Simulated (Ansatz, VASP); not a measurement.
## HfO3 in VASP and in Ansatz

```
Hf O
1.0
     3.82801    0.00000    0.00000
    -1.91400    3.31515    0.00000
     0.00000    0.00000    4.05765
Hf O
1 3
Direct
  0.00000 0.00000 0.00000
  0.00000 0.00000 0.50000
  0.33333 0.66667 0.18705
  0.33333 0.66667 0.81295
```

Change from the starting cell: species swapped into the InAg3 type (P-6m2, No. 187).

Alike in both runs: functional PBE; k mesh 6 × 6 × 4; occupations gaussian, width 0.1 eV; no spin polarisation.

Ansatz relaxed the structure, and its values are those at the end. VASP's run is a single point on that final structure, the one shown.

```csv
,VASP,Ansatz
version,VASP 6.6.1,Ansatz 0.2.0
potentials or method,"VASP PAW PBE potentials, release 64 (Hf_pv, O), cutoff 520 eV","scalar-relativistic, plane waves, PAW"
valence electrons in the cell,28,44
```

VASP gave:

```
gap on the k mesh at the Fermi level (eV) : 0.21
least direct gap on the mesh (eV)         : 0.21
pressure (GPa)                            : -1.4
rms of the force components (eV/Å)        : 0.067
```

Task: Estimate Ansatz's values.

Result: gap on the k mesh at the Fermi level (eV): 0.27; least direct gap on the mesh (eV): 0.27; pressure (GPa): 0.1; rms of the force components (eV/Å): 0.001.

The functional is the same, so the differences come from potentials, cutoffs and numerics. VASP's potentials hold 28 valence electrons a cell and Ansatz's 44, so a difference there can come from the potentials and not from the codes.

Spin-orbit coupling is off throughout.
